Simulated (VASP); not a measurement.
Ca, 1 atom in the cell. It takes space group I4/mmm (No. 139, tetragonal). Conventional cell: a = 4.190 Å, b = 4.190 Å, c = 4.282 Å, α = 90.00°, β = 90.00°, γ = 90.00°. Within 4.8 Å of Ca (site symmetry 4/mmm) lie 14 Ca at 3.66 to 4.28 Å.  This cell differs from its parent crystal: strain -0.050 along x and y, -0.025 along z.

```yaml
Program: VASP 6.6.1
Task: single point
Functional: PBE
Potentials_or_basis: VASP PAW PBE potentials, release 64 (Ca_sv)
Cutoff: 520 eV
k_mesh: 16 × 16 × 16
Occupations: gaussian, width 0.15 eV
Spin: no spin polarisation
Dipole_correction: no
Further_INCAR_settings: ALGO = Fast; EDIFF = 1e-07; NBANDS = 11
```

Potentials or basis: VASP PAW PBE potentials, release 64 (Ca_sv).

Command:

```bash
$ cat potpaw_PBE.64/Ca_sv/POTCAR > POTCAR
$ mpirun -np 1 vasp_std > vasp.out
```

Hardware: 1 thread of Intel(R) Xeon(R) Platinum 8375C CPU @ 2.90GHz (Ice Lake) (shared host).

Estimate the wall time of this run.

Run time: 120 s on 1 thread of Intel(R) Xeon(R) Platinum 8375C CPU @ 2.90GHz (Ice Lake) (shared host), peak memory 0.24 GiB. Counts: scf iterations 15, k points 349.
